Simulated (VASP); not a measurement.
Si:

```xyz
2
Lattice="0.0000 2.7136 2.7136 2.7136 0.0000 2.7136 2.7136 2.7136 0.0000" Properties=species:S:1:pos:R:3 pbc="T T T"
Si    4.0703    4.0703    4.0703
Si    2.7136    2.7136    2.7136
```

```yaml
Program: VASP 6.6.1
Task: relaxation of cell and atoms
Functional: PBE
Potentials_or_basis: VASP PAW PBE potentials, release 64 (Si)
Cutoff: 500 eV
k_mesh: 12 × 12 × 12
Occupations: gaussian, width 0.01 eV
Spin: no spin polarisation
```

At the start: pressure 2.1 GPa; volume 19.98 Å³/atom.

Q: Where does the relaxation end?

A: Over 3 steps the energy falls by 3.0 meV/atom and the volume is 20.44 Å³/atom (+2.3 %); space group Fd-3m (No. 227, to 0.1 Å) before and after.

Step by step:
| step | energy change (eV) | largest force (eV/Å) | pressure (GPa) | volume (Å³) |
| --- | --- | --- | --- | --- |
| 1 | 0.0000 | 0.0000 | 2.13 | 39.96 |
| 2 | -0.0033 | 0.0000 | -1.33 | 41.52 |
| 3 | -0.0060 | 0.0000 | 0.00 | 40.88 |

Final structure:
```
Si
1.0
     0.00000    2.73424    2.73424
     2.73424    0.00000    2.73424
     2.73424    2.73424    0.00000
Si
2
Direct
  0.75000 0.75000 0.75000
  0.50000 0.50000 0.50000
```
